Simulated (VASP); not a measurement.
## P: single point with PBEsol

P, a slab with vacuum:

```
P
1.0
    -3.28373    0.00000    0.00000
     0.00000  -34.85703    4.63208
     0.00000   -0.01976    9.11548
P
8
Direct
  0.00000 0.02943 0.54003
  0.00000 0.02972 0.03172
  0.00000 0.96970 0.98488
  0.00000 0.96999 0.47658
  0.50000 0.96979 0.82441
  0.50000 0.97008 0.31611
  0.50000 0.02934 0.70050
  0.50000 0.02963 0.19219
```

This cell differs from its parent crystal: the distance across one plane changed.

```
Program             : VASP 6.6.1
Task                : single point
Functional          : PBEsol
Potentials or basis : VASP PAW PBE potentials, release 64 (P)
Cutoff              : 520 eV
k mesh              : 8 × 1 × 3
Occupations         : gaussian, width 0.05 eV
Spin                : no spin polarisation
```

```
Largest force          : 0.456 eV/Å
Band gap on the k mesh : 0.85 eV
```

Forces in eV/Å, atoms in the order of the input:
```
P    0.000 -0.038 -0.236
P    0.000 -0.093 -0.034
P    0.000  0.093  0.034
P    0.000  0.038  0.236
P    0.000  0.219 -0.400
P    0.000  0.043 -0.258
P    0.000 -0.043  0.258
P    0.000 -0.219  0.400
```

Levels at points of the mesh, in eV from the valence-band top:
```
           k point  band 17  band 18  band 19  band 20  band 21  band 22  band 23  band 24
(0.00, 0.00, 0.00)    -1.75    -1.35    -1.27     0.00     0.85     1.43     2.02     2.03
(0.50, 0.00, 0.00)    -2.06    -2.04    -1.22    -1.10     1.08     1.26     2.04     2.16
```

Run time: 6.4 min on 1 thread of Intel(R) Xeon(R) 6975P-C (Granite Rapids), on a shared host, peak memory 0.91 GiB.

Caveat: the cell differs from its parent crystal (the distance across one plane changed); there is no dipole correction, which matters where the two faces differ; the PAW data sets were made with another functional, which shifts forces and pressure a little.
